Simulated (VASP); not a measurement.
Here is a VASP 6.6.1 calculation.

File INCAR:

```
AGGAC    = 1.0          
AGGAX    = 1.0          
ALDAC    = 0.0          
ALDAX    = 1.0          
ALGO     = Normal         # electronic algorithm
EDIFF    = 1E-7           # SCF threshold, eV
ENCUT    = 520            # plane-wave cutoff, eV
GGA      = B5             # functional
ISIF     = 2              # what is computed and relaxed
ISMEAR   = -1             # smearing method
LASPH    = T              # aspherical terms in the spheres
LCHARG   = F              # write CHGCAR
LREAL    = F              # projectors in reciprocal space
LWAVE    = F              # write WAVECAR
NBANDS   = 15             # bands
NELM     = 80             # most SCF steps
PREC     = Accurate       # precision mode
SIGMA    = 0.05           # smearing width, eV
```

File KPOINTS:

```
k-points
0
Gamma
  9 9 9
```

File POSCAR:

```
SrO
1.0
    0.0000000000      2.6239149636      2.6239149636
    2.6239149636      0.0000000000      2.6239149636
    2.6239149636      2.6239149636      0.0000000000
Sr O
1 1
Direct
    0.5000000000      0.5000000000      0.5000000000
    0.0000000000      0.0000000000      0.0000000000
```

Potentials or basis: VASP PAW PBE potentials, release 64 (Sr_sv, O).

Command:

```sh
$ cat potpaw_PBE.64/Sr_sv/POTCAR potpaw_PBE.64/O/POTCAR > POTCAR
$ mpirun -np 1 vasp_std > vasp.out
```

**Question.** What does it give for the band gap on the k mesh?

**Answer.** 3.47 eV, indirect (least direct gap 3.59 eV).

**Question.** What does it give for the pressure?

**Answer.** 0.5 GPa.

Caveat: the PAW data sets were made with another functional, which shifts forces and pressure a little. BLYP gaps usually lie below the measured ones, often by a third to a half.
